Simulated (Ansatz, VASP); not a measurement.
# ReBi: VASP beside Ansatz

Contents of INCAR:

```
SYSTEM = ReBi
  PREC = Accurate
  ENCUT = 520
  EDIFF = 1E-7
  ISMEAR = -5
  SIGMA = 0.1
  LREAL = .False.
  LASPH = .True.
  NELM = 80
  ALGO = Normal
  ISIF = 2
  LWAVE = .False.
  LCHARG = .True.
  GGA = RP
  LELF = .True.
  LVHAR = .True.
  NBANDS = 18
```

Contents of KPOINTS:

```
Automatic mesh
0
Gamma
  10 10 10
  0 0 0
```

The input POSCAR:

```
ReBi
1.0
    0.0000000000      3.1097581038      3.1097581038
    3.1097581038      0.0000000000      3.1097581038
    3.1097581038      3.1097581038      0.0000000000
Re Bi
1 1
Direct
    0.0000000000      0.0000000000      0.0000000000
    0.2500000000      0.2500000000      0.2500000000
```

Input for Ansatz:

```yaml
crystal:
  lattice:
    - [0.0, 3.1097581038, 3.1097581038]
    - [3.1097581038, 0.0, 3.1097581038]
    - [3.1097581038, 3.1097581038, 0.0]
  atoms:
    - { symbol: Re, position: [0.0, 0.0, 0.0] }
    - { symbol: Bi, position: [0.25, 0.25, 0.25] }
basis:
  ecutwfc: 420
  ecutrho_ratio: 4
kpoints:
  mp_grid: { grid: [10, 10, 10] }
hamiltonian:
  xc: rpbe
scf:
  occupations: { method: tetrahedron }
output:
  forces: true
  stress: true
  write_density: true
  write_potential: true
  elf: true
  volumetric_format: npy
```

Alike in both runs: task single point; functional RPBE; k mesh 10 × 10 × 10; occupations tetrahedron; no spin polarisation.

```csv
,VASP,Ansatz
version,VASP 6.6.1,Ansatz 0.2.0
potentials or method,"VASP PAW PBE potentials, release 64 (Re, Bi_d), cutoff 520 eV","scalar-relativistic, plane waves, PAW"
valence electrons in the cell,22,30
```

```csv
,VASP,Ansatz,Ansatz less VASP
gap on the k mesh at the Fermi level (eV),none,none,-
pressure (GPa),1.7,1.7,0.00
```

VASP's potentials were made for PBE, not for RPBE. A gap of «none» marks a metal or a gap that the smearing closes. VASP's potentials hold 22 valence electrons a cell and Ansatz's 30, so a difference there can come from the potentials and not from the codes. Ansatz's warnings: band table not solved further, tetrahedron derivatives may miss energy slope.

Spin-orbit coupling is off throughout.
